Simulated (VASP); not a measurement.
**Ti3Al: single point with LDA**

The system is Ti3Al.

```
CELL_PARAMETERS angstrom
2.92754 0.00000 0.00000
-1.46377 2.53533 0.00000
0.00000 0.00000 9.22636
ATOMIC_POSITIONS crystal
Ti 0.33333 0.66667 0.24941
Ti 0.33333 0.66667 0.75059
Ti 0.66667 0.33333 0.00000
Al 0.66667 0.33333 0.50000
```

```json
{"Program": "VASP 6.6.1", "Task": "single point", "Functional": "LDA", "Potentials or basis": "VASP PAW LDA potentials, release 64 (Ti_sv, Al)", "Cutoff": "520 eV", "k mesh": "6 × 6 × 2", "Occupations": "fermi-dirac, width 0.05 eV", "Spin": "no spin polarisation", "Dipole correction": "no", "Further INCAR settings": "ALGO = Normal; EDIFF = 1e-07; NBANDS = 28"}
```

```
Pressure      : -7.0 GPa
Largest force : 0.071 eV/Å
```

Forces on the atoms (eV/Å):
```
Ti   0.000  0.000 -0.071
Ti   0.000  0.000  0.071
Ti   0.000  0.000  0.000
Al   0.000  0.000  0.000
```

Stress tensor (GPa, compression positive):
```
-7.27  0.00  0.00
 0.00 -7.27  0.00
 0.00  0.00 -6.54
```

Levels at points of the mesh, in eV from the Fermi level:
```
           k point  band 17  band 18  band 19  band 20  band 21  band 22
(0.00, 0.00, 0.00)    -0.73     0.50     0.68     0.75     0.75     0.85
(0.50, 0.00, 0.00)    -1.46    -1.23    -0.65    -0.38     0.83     1.01
(0.00, 0.00, 0.50)    -0.99     0.44     0.72     0.76     0.76     0.85
(0.50, 0.00, 0.50)    -1.55    -1.22    -0.95     0.00     0.79     0.87
```

Run time: 50 s on 1 thread of Intel Xeon 8259CL, on a shared host, peak memory 0.17 GiB.

Caveat: the k points lie up to 0.41 Å⁻¹ apart.
